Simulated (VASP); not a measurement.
# Ti (P6/mmm) in VASP: a series of runs

Runs on Ti. Level: PBE. Tasks: single point.

Program: VASP 6.6.1. These are calculated values, not measurements. Logs are shortened: lines on timing, memory, paths and dates and some standing lists are left out, and cuts for length are marked.

### Step 1. The cell of the first run

The structure is hexagonal, space group P6/mmm (No. 191). Conventional cell: a = 4.671 Å, b = 4.671 Å, c = 3.058 Å, α = 90.00°, β = 90.00°, γ = 120.00°. Ti (site symmetry 6/mmm) has 14 Ti at 3.06 to 3.10 Å within 4.0 Å. Within 3.6 Å of Ti (site symmetry -6m2) lie 11 Ti at 2.70 to 3.10 Å.

This isn't the form of Ti at room conditions, which is hcp.

### Step 2. Single point, PBE

INCAR reads:

```
SYSTEM = Ti
PREC = Accurate ; ENCUT = 520
EDIFF = 1E-6 ; ISMEAR = 0
SIGMA = 0.15 ; LREAL = .False.
LASPH = .True. ; NELM = 80
ALGO = Fast ; ISIF = 2
LWAVE = .False. ; LCHARG = .True.
GGA = PE ; LELF = .True.
LVHAR = .True. ; NBANDS = 25
```

KPOINTS reads:

```
regular mesh
0
Gamma
  12 12 14
  0 0 0
```

POSCAR reads:

```
Ti
1.0
    4.6707000000      0.0000000000      0.0000000000
   -2.3353500000      4.0449448535      0.0000000000
    0.0000000000      0.0000000000      3.0583000000
Ti
3
Direct
    0.0000000000      0.0000000000      0.0000000000
    0.3333333333      0.6666666667      0.5000000000
    0.6666666667      0.3333333333      0.5000000000
```

Potentials or basis: VASP PAW PBE potentials, release 64 (Ti_sv).

On the command line:

```
$ cat potpaw_PBE.64/Ti_sv/POTCAR > POTCAR
$ mpirun -np 1 vasp_std > vasp.out
```

OUTCAR:

```text
SYSTEM = Ti
   PREC = Accurate
   ENCUT = 520
   EDIFF = 1E-6
   ISMEAR = 0
   LREAL = .False.
   LASPH = .True.
   NELM = 80
   ISIF = 2
   GGA = PE

 ion  position               nearest neighbor table
   1  0.000  0.000  0.000-
   2  0.333  0.667  0.500-   3 2.70   3 2.70   3 2.70
   3  0.667  0.333  0.500-   2 2.70   2 2.70   2 2.70

  LATTYP: Found a hexagonal cell.
 ALAT       =     4.6707000000
 C/A-ratio  =     0.6547840795

  Lattice vectors:

 A1 = (   4.6707000000,   0.0000000000,   0.0000000000)
 A2 = (  -2.3353500000,   4.0449448535,   0.0000000000)
 A3 = (   0.0000000000,   0.0000000000,   3.0583000000)

Analysis of symmetry for initial positions (statically):
=====================================================================
 Subroutine PRICEL returns:
 Original cell was already a primitive cell.

 Routine SETGRP: Setting up the symmetry group for a
 hexagonal supercell.

 Subroutine GETGRP returns: Found 24 space group operations
 (whereof 24 operations were pure point group operations)
 out of a pool of 24 trial point group operations.

The static configuration has the point symmetry D_6h.

Analysis of symmetry for dynamics (positions and initial velocities):
=====================================================================
 Subroutine PRICEL returns:
 Original cell was already a primitive cell.

 Routine SETGRP: Setting up the symmetry group for a
 hexagonal supercell.

 Subroutine GETGRP returns: Found 24 space group operations
 (whereof 24 operations were pure point group operations)
 out of a pool of 24 trial point group operations.

The dynamic configuration has the point symmetry D_6h.

 Subroutine INISYM returns: Found 24 space group operations
 (whereof 24 operations are pure point group operations),
 and found     1 'primitive' translations

----------------------------------------------------------------------------------------

                                     Primitive cell

  volume of cell :      57.7796

  direct lattice vectors                    reciprocal lattice vectors
     4.670700000  0.000000000  0.000000000     0.214100670  0.123611080  0.000000000
    -2.335350000  4.044944853  0.000000000     0.000000000  0.247222159  0.000000000
     0.000000000  0.000000000  3.058300000     0.000000000  0.000000000  0.326979041

  length of vectors
     4.670700000  4.670700000  3.058300000     0.247222159  0.247222159  0.326979041

  position of ions in fractional coordinates (direct lattice)
     0.000000000  0.000000000  0.000000000
     0.333333333  0.666666667  0.500000000
     0.666666667  0.333333333  0.500000000

  ion indices of the primitive-cell ions
   primitive index   ion index
                 1           1
                 2           2
                 3           3

----------------------------------------------------------------------------------------

 KPOINTS: regular mesh

Automatic generation of k-mesh.
 Grid dimensions read from file:
 generate k-points for:   12   12   14

 Generating k-lattice:

  Cartesian coordinates                     Fractional coordinates (reciprocal lattice)
     0.017841723  0.010300923  0.000000000     0.083333333  0.000000000  0.000000000
     0.000000000  0.020601847  0.000000000     0.000000000  0.083333333  0.000000000
     0.000000000  0.000000000  0.023355646     0.000000000  0.000000000  0.071428571

  Length of vectors
     0.020601847  0.020601847  0.023355646

  Shift w.r.t. Gamma in fractional coordinates (k-lattice)
     0.000000000  0.000000000  0.000000000

 Subroutine IBZKPT returns following result:
 ===========================================

 Found    152 irreducible k-points:

 Following reciprocal coordinates:
            Coordinates               Weight
  0.000000  0.000000  0.000000      1.000000
  0.083333  0.000000  0.000000      6.000000
  0.166667  0.000000  0.000000      6.000000
  0.250000  0.000000  0.000000      6.000000
  0.333333  0.000000  0.000000      6.000000
  0.416667  0.000000  0.000000      6.000000
[... 16 lines left out ...]
  0.250000  0.000000  0.071429     12.000000
  0.333333  0.000000  0.071429     12.000000
 [... further k-points ...]
   k-points           NKPTS =    152   k-points in BZ     NKDIM =    152   number of bands    NBANDS=     25
   number of dos      NEDOS =    301   number of ions     NIONS =      3
   total plane-waves  NPLWV =  31104
   dimension x,y,z NGX =    36 NGY =   36 NGZ =   24
   dimension x,y,z NGXF=    72 NGYF=   72 NGZF=   48
   ions per type =               3
   NGX,Y,Z   is equivalent  to a cutoff of  12.81, 12.81, 13.05 a.u.
   NGXF,Y,Z  is equivalent  to a cutoff of  25.63, 25.63, 26.09 a.u.
 SYSTEM =  Ti
   PREC   = accura    normal or accurate (medium, high low for compatibility)
   ISTART =      0    job   : 0-new  1-cont  2-samecut
   ICHARG =      2    charge: 1-file 2-atom 10-const
   ISPIN  =      1    spin polarized calculation?
   LNONCOLLINEAR =      F non collinear calculations
   LSORBIT =      F    spin-orbit coupling
   LASPH  =      T    aspherical Exc in radial PAW
   ENCUT  =  520.0 eV  38.22 Ry    6.18 a.u.   8.68  8.68  5.69*2*pi/ulx,y,z
   NELM   =     80;   NELMIN=  2; NELMDL= -5     # of ELM steps
   EDIFF  = 0.1E-05   stopping-criterion for ELM
   LREAL  =      F    real-space projection
[... 7 lines left out ...]
   TEBEG  =    0.0;   TEEND  =   0.0 temperature during run
   PSTRESS=    0.0 pullay stress
   NELECT =      36.0000    total number of electrons
   NUPDOWN=      -1.0000    fix difference up-down
   EMIN   =  10.00;   EMAX   =-10.00  energy-range for DOS
   EFERMI =   0.00;   METHOD = LEGACY
   ISMEAR =     0;   SIGMA  =   0.15  broadening in eV -4-tet -1-fermi 0-gaus
   EFERMI_NEDOS =   21; number of points for ismear=-14 and -15
   IALGO  =     68    algorithm
   IMIX   =      4    mixing-type and parameters
     AMIX     =   0.40;   BMIX     =  1.00
     AMIX_MAG =   1.60;   BMIX_MAG =  1.00
  volume/ion in A,a.u.               =      19.26       129.97
  Fermi-wavevector in a.u.,A,eV,Ry     =   1.398248  2.642305 26.600704  1.955097
  Thomas-Fermi vector in A             =   2.521424
   LORBIT       =      0    0 simple, 1 ext, 2 COOP (PROOUT), +10 PAW based schemes
   GGA     = PE    functional components
   LHFCALC =     F    Hartree Fock is set to
   AEXX    =    0.0000 exact exchange contribution
   IVDW    =     0    specifies the selected vdW correction
   LEPSILON=     F    determine dielectric tensor
   LRPA    =     F    only Hartree local field effects (RPA)
 non-spin polarized calculation
 RMM-DIIS sequential band-by-band and
 Gauss-broadening in eV      SIGMA  =   0.15
  energy-cutoff  :      520.00
  volume of cell :       57.78
 maximum number of plane-waves:      1577
 NGX is ok and might be reduce to    36
   NGX = 17   NGY = 17   NGZ = 11

 number of electron      36.0000001 magnetization

 Free energy of the ion-electron system (eV)
  ---------------------------------------------------
  ext. energy  EPLUGINS =         0.00000000
  ---------------------------------------------------
  free energy    TOTEN  =       -23.24372528 eV

  energy without entropy =      -23.20490483  energy(sigma->0) =      -23.22431506

 E-fermi :   7.2128     XC(G=0): -11.0122

 val. band max:        7.2042516963   @ k =   0.3333   0.1667   0.2857
 cond. band min:       7.2134784641   @ k =   0.4167   0.1667   0.1429
 fundamental gap:      0.0092267678
 Fermi energy:         7.2128291340

 k-point     1 :       0.0000    0.0000    0.0000
  band No.  band energies     occupation
      1     -49.9561      2.00000
      2     -49.6451      2.00000
      3     -49.5095      2.00000
      4     -26.2361      2.00000
      5     -26.2361      2.00000
      6     -26.0478      2.00000
[... 17 lines left out ...]
     24       8.6182      0.00000
     25       8.6228      0.00000

 k-point     2 :       0.0833    0.0000    0.0000
  band No.  band energies     occupation
      1     -49.9558      2.00000
      2     -49.6433      2.00000
      3     -49.5117      2.00000
      4     -26.2426      2.00000
      5     -26.2407      2.00000
      6     -26.0422      2.00000
[... 17 lines left out ...]
     24       8.4377      0.00000
     25       8.8208      0.00000

 k-point     3 :       0.1667    0.0000    0.0000
  band No.  band energies     occupation
      1     -49.9550      2.00000
      2     -49.6381      2.00000
      3     -49.5179      2.00000
      4     -26.2588      2.00000
      5     -26.2479      2.00000
      6     -26.0285      2.00000
[... 17 lines left out ...]
     24       8.6024      0.00000
     25       9.0953      0.00000

 k-point     4 :       0.2500    0.0000    0.0000
  band No.  band energies     occupation
      1     -49.9539      2.00000
      2     -49.6297      2.00000
      3     -49.5276      2.00000
      4     -26.2780      2.00000
      5     -26.2486      2.00000
      6     -26.0128      2.00000
[... 17 lines left out ...]
     24       8.8312      0.00000
     25       9.3526      0.00000
[... 477 lines left out ...]
 k-point    22 :       0.1667    0.0000    0.0714
  band No.  band energies     occupation
      1     -49.9538      2.00000
      2     -49.6372      2.00000
      3     -49.5169      2.00000
      4     -26.2557      2.00000
      5     -26.2457      2.00000
      6     -26.0283      2.00000
[... 17 lines left out ...]
     24       8.5862      0.00000
     25       9.1649      0.00000

 k-point    23 :       0.2500    0.0000    0.0714
  band No.  band energies     occupation
      1     -49.9527      2.00000
      2     -49.6288      2.00000
      3     -49.5266      2.00000
      4     -26.2743      2.00000
      5     -26.2468      2.00000
      6     -26.0135      2.00000
[... 17 lines left out ...]
     24       8.8049      0.00000
     25       9.4085      0.00000

 k-point    24 :       0.3333    0.0000    0.0714
  band No.  band energies     occupation
      1     -49.9517      2.00000
      2     -49.6182      2.00000
      3     -49.5384      2.00000
      4     -26.2908      2.00000
      5     -26.2395      2.00000
      6     -26.0008      2.00000
[... 17 lines left out ...]
     24       9.0678      0.00000
     25       9.3244      0.00000

 [... further k-points ...]

------------------------ aborting loop because EDIFF is reached ----------------------------------------

  FORCE on cell =-STRESS in cart. coord.  units (eV):
  Direction    XX          YY          ZZ          XY          YZ          ZX
  --------------------------------------------------------------------------------------
  -------------------------------------------------------------------------------------
  Total       -2.7954952     -2.7954952     -5.8020689      0.0000000     -0.0000000      0.0000000
  in kB      -77.5165920    -77.5165920   -160.8862034      0.0000000     -0.0000000      0.0000000
  external PRESSURE =    -105.3064625 kB  Pullay stress =       0.0000000 kB

 VOLUME and BASIS-vectors are now :
 -----------------------------------------------------------------------------
  energy-cutoff  :      520.00
  volume of cell :       57.78
      direct lattice vectors                 reciprocal lattice vectors
     4.670700000  0.000000000  0.000000000     0.214100670  0.123611080  0.000000000
    -2.335350000  4.044944853  0.000000000     0.000000000  0.247222159  0.000000000
     0.000000000  0.000000000  3.058300000     0.000000000  0.000000000  0.326979041

 POSITION                                       TOTAL-FORCE (eV/Angst)
 -----------------------------------------------------------------------------------
      0.00000      0.00000      0.00000        -0.000000      0.000000      0.000000
     -0.00000      2.69663      1.52915        -0.000000      0.000000     -0.000000
      2.33535      1.34831      1.52915         0.000000     -0.000000      0.000000
 -----------------------------------------------------------------------------------
    total drift:                                0.000000      0.000000     -0.000000

  FREE ENERGIE OF THE ION-ELECTRON SYSTEM (eV)
  ---------------------------------------------------
  free  energy   TOTEN  =       -23.2437252836 eV

  energy  without entropy=      -23.2049048302  energy(sigma->0) =      -23.22431506
```

Wall time 6 min (1 thread of Intel Xeon 6975P-C (Granite Rapids), shared host); peak memory 0.29 GiB.

What came out:

* Free energy: -23.2437 eV
* Pressure: -10.5 GPa
* Band gap on the k mesh: zero (bands 18 and 19 overlap by 0.39 eV)

Caveat: the cell stands under tension.

### Step 3. Single point, PBE

This run uses another cell than the first one, of 19.39 Å³/atom.

INCAR reads:

```
PREC = Accurate ; ENCUT = 520
EDIFF = 1E-6 ; ISMEAR = 0
SIGMA = 0.15 ; LREAL = F
LASPH = T ; NELM = 60
ALGO = Fast ; ISIF = 2
LWAVE = F ; LCHARG = T
GGA = PE ; LELF = T
LVHAR = T ; NBANDS = 25
```

KPOINTS reads:

```
regular mesh
0
Gamma
  12 12 14
```

POSCAR reads:

```
Ti
1.0
    4.6859000000      0.0000000000      0.0000000000
   -2.3429500000      4.0581084396      0.0000000000
    0.0000000000      0.0000000000      3.0583000000
Ti
3
Direct
    0.0000000000      0.0000000000      0.0000000000
    0.3333333333      0.6666666667      0.5000000000
    0.6666666667      0.3333333333      0.5000000000
```

Potentials or basis: VASP PAW PBE potentials, release 64 (Ti_sv).

On the command line:

```
$ cat potpaw_PBE.64/Ti_sv/POTCAR > POTCAR
$ mpirun -np 1 vasp_std > vasp.out
```

It took 5.5 min on 1 thread of Intel Xeon 6975P-C (Granite Rapids), shared host; peak memory 0.29 GiB.

Results (log left out):

```
Free energy            : -23.2249 eV
Pressure               : -11.0 GPa
Band gap on the k mesh : zero (bands 18 and 19 overlap by 0.37 eV)
```

Stress tensor (GPa, compression positive):
```
 -8.41   0.00   0.00
  0.00  -8.41   0.00
  0.00   0.00 -16.31
```

Levels at points of the mesh, in eV from the Fermi level:
```csv
k point,band 14,band 15,band 16,band 17,band 18,band 19,band 20,band 21,band 22,band 23
"(0.00, 0.00, 0.00)",-1.69,-0.63,-0.63,-0.51,-0.51,0.20,0.83,1.15,1.15,1.31
"(0.50, 0.00, 0.00)",-3.43,-2.31,-0.33,-0.21,-0.19,0.17,0.57,0.66,1.00,1.37
"(0.00, 0.00, 0.50)",-1.98,-1.72,-1.72,-1.39,-1.39,0.98,0.98,1.10,1.10,2.52
"(0.50, 0.00, 0.50)",-1.98,-1.36,-0.96,-0.77,-0.73,0.38,0.49,0.62,0.80,1.90
```

Caveat: the cell stands under tension.
